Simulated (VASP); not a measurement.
**SrO: single point with r2SCAN**

SrO:

```
Sr O
1.0
     2.60612    2.60612    0.00000
    -2.60612    2.60612    0.00000
     0.00000    2.60612    2.56675
Sr O
1 1
Direct
  0.50000 0.50000 0.00000
  0.00000 0.00000 0.00000
```

This cell differs from its parent crystal: film at in-plane strain +0.01.

```json
{
  "Program": "VASP 6.6.1",
  "Task": "single point",
  "Functional": "r2SCAN",
  "Potentials or basis": "VASP PAW PBE potentials, release 64 (Sr_sv, O)",
  "Cutoff": "520 eV",
  "k mesh": "8 × 8 × 8",
  "Occupations": "gaussian, width 0.01 eV",
  "Spin": "no spin polarisation"
}
```

The pressure is -0.8 GPa and the band gap on the k mesh is 3.68 eV, indirect (least direct gap 3.84 eV).

Stress tensor (GPa, compression positive):
```
-1.50  0.00  0.00
 0.00 -1.50  0.00
 0.00  0.00  0.53
```

Levels at points of the mesh, in eV from the valence-band top:
| k point | band 4 | band 5 | band 6 | band 7 | band 8 | band 9 | band 10 | band 11 | band 12 | band 13 |
| --- | --- | --- | --- | --- | --- | --- | --- | --- | --- | --- |
| (0.00, 0.00, 0.00) | -14.65 | -14.64 | -0.05 | -0.05 | 0.00 | 4.43 | 6.65 | 6.65 | 6.76 | 8.85 |
| (0.50, 0.00, 0.00) | -14.70 | -13.64 | -2.10 | -1.12 | -1.11 | 6.96 | 8.83 | 9.29 | 9.31 | 12.32 |
| (0.50, 0.50, 0.00) | -14.98 | -14.96 | -0.53 | -0.16 | -0.09 | 3.74 | 8.28 | 10.73 | 10.82 | 11.38 |
| (0.00, 0.00, 0.50) | -15.00 | -15.00 | -0.44 | -0.16 | -0.16 | 3.68 | 8.30 | 10.71 | 10.88 | 11.47 |

Wall time 2.7 min on 1 thread of AMD EPYC 7R43 64-Core Processor (Zen 3) (shared host), peak memory 0.15 GiB.

Caveat: the cell differs from its parent crystal (film at in-plane strain +0.01); the PAW data sets were made with another functional, which shifts forces and pressure a little. A k mesh can miss the band edges.
